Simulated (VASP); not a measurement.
A run of VASP 6.6.1 is set up as follows.

The input INCAR:

```
SYSTEM = CoO
PREC = Accurate ; ENCUT = 520
EDIFF = 1E-6 ; ISMEAR = -1
SIGMA = 0.05 ; LREAL = .False.
LASPH = .True. ; NELM = 150
ALGO = Normal ; ISIF = 2
LWAVE = .False. ; LCHARG = .False.
ISPIN = 2 ; MAGMOM = 2 0
LORBIT = 11 ; LMAXMIX = 4
GGA = PE ; NBANDS = 18
```

The input KPOINTS:

```
regular mesh
0
Gamma
  11 11 11
  0 0 0
```

The input POSCAR:

```
CoO
1.0
    0.0000000000      2.1595509511      2.1595509511
    2.1595509511      0.0000000000      2.1595509511
    2.1595509511      2.1595509511      0.0000000000
Co O
1 1
Direct
    0.0000000000      0.0000000000      0.0000000000
    0.5000000000      0.5000000000      0.5000000000
```

Potentials or basis: VASP PAW PBE potentials, release 64 (Co, O).

Run with:

```console
$ cat potpaw_PBE.64/Co/POTCAR potpaw_PBE.64/O/POTCAR > POTCAR
$ mpirun -np 1 vasp_std > vasp.out
```

(1) What does it give for the net moment?

(2) Estimate the band gap on the k mesh.

Answers

(1) 2.97 μB per cell.

(2) zero (filled and empty bands overlap).

Caveat: a cell with one magnetic atom can't hold antiferromagnetic order, which such compounds often take; semilocal functionals often make such compounds metallic where correlation or magnetic order opens a gap, which also shifts bond lengths.
